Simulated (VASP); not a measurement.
Set up this calculation in VASP 6.6.1, as the native input.

```yaml
Task: single point
Functional: r2SCAN
Potentials_or_basis: VASP PAW PBE potentials, release 64 (Si, Mo_sv)
Cutoff: 520 eV
k_mesh: 4 × 4 × 4
Occupations: gaussian, width 0.1 eV
Spin: no spin polarisation
Dipole_correction: no
Further_INCAR_settings: ALGO = Normal; EDIFF = 1e-06; NBANDS = 56
```

The system is SiMo3.

```xyz
8
Lattice="4.8897 0.0000 0.0000 0.0000 4.8897 0.0000 0.0000 0.0000 4.8897" Properties=species:S:1:pos:R:3 pbc="T T T"
Si    2.4448    2.4448    2.4448
Si    0.0000    0.0000    0.0000
Mo    0.0000    2.4448    1.2224
Mo    0.0000    2.4448    3.6673
Mo    2.4448    3.6673    0.0000
Mo    2.4448    1.2224    0.0000
Mo    3.6673    0.0000    2.4448
Mo    1.2224    0.0000    2.4448
```

These files were run (other wordings do the same):

POSCAR

```
SiMo3
1.0
    4.8896951900      0.0000000000      0.0000000000
    0.0000000000      4.8896951900      0.0000000000
    0.0000000000      0.0000000000      4.8896951900
Si Mo
2 6
Direct
    0.5000000000      0.5000000000      0.5000000000
    0.0000000000      0.0000000000      0.0000000000
    0.0000000000      0.5000000000      0.2500000000
    0.0000000000      0.5000000000      0.7500000000
    0.5000000000      0.7500000000      0.0000000000
    0.5000000000      0.2500000000      0.0000000000
    0.7500000000      0.0000000000      0.5000000000
    0.2500000000      0.0000000000      0.5000000000
```

INCAR.step1

```
SYSTEM = SiMo3
ALGO = Normal ; EDIFF = 1E-4
ENCUT = 520 ; GGA = PE
ISMEAR = 0 ; LASPH = .True.
LCHARG = .False. ; LREAL = .False.
LWAVE = .True. ; NBANDS = 56
NELM = 80 ; PREC = Accurate
SIGMA = 0.1
```

INCAR.step2

```
SYSTEM = SiMo3
ALGO = Normal ; EDIFF = 1E-6
ENCUT = 520 ; ISIF = 2
ISMEAR = 0 ; ISTART = 1
LASPH = .True. ; LCHARG = .True.
LELF = .True. ; LMIXTAU = .True.
LREAL = .False. ; LVHAR = .True.
LWAVE = .False. ; METAGGA = R2SCAN
NBANDS = 56 ; NELM = 80
PREC = Accurate ; SIGMA = 0.1
```

KPOINTS

```
k-points
0
Gamma
  4 4 4
  0 0 0
```

Potentials or basis: VASP PAW PBE potentials, release 64 (Si, Mo_sv).

Run with:

```bash
$ cat potpaw_PBE.64/Si/POTCAR potpaw_PBE.64/Mo_sv/POTCAR > POTCAR
$ cp INCAR.step1 INCAR
$ mpirun -np 1 vasp_std > vasp.out
$ cp INCAR.step2 INCAR
$ mpirun -np 1 vasp_std > vasp.out
```

Results of the run:

The pressure is 1.2 GPa and the band gap on the k mesh is zero (bands 46 and 47 overlap by 2.65 eV).

Caveat: the PAW data sets were made with another functional, which shifts forces and pressure a little.

It took 68 s on 1 thread of Intel(R) Xeon(R) 6975P-C (Granite Rapids) (shared host), peak memory 0.23 GiB.
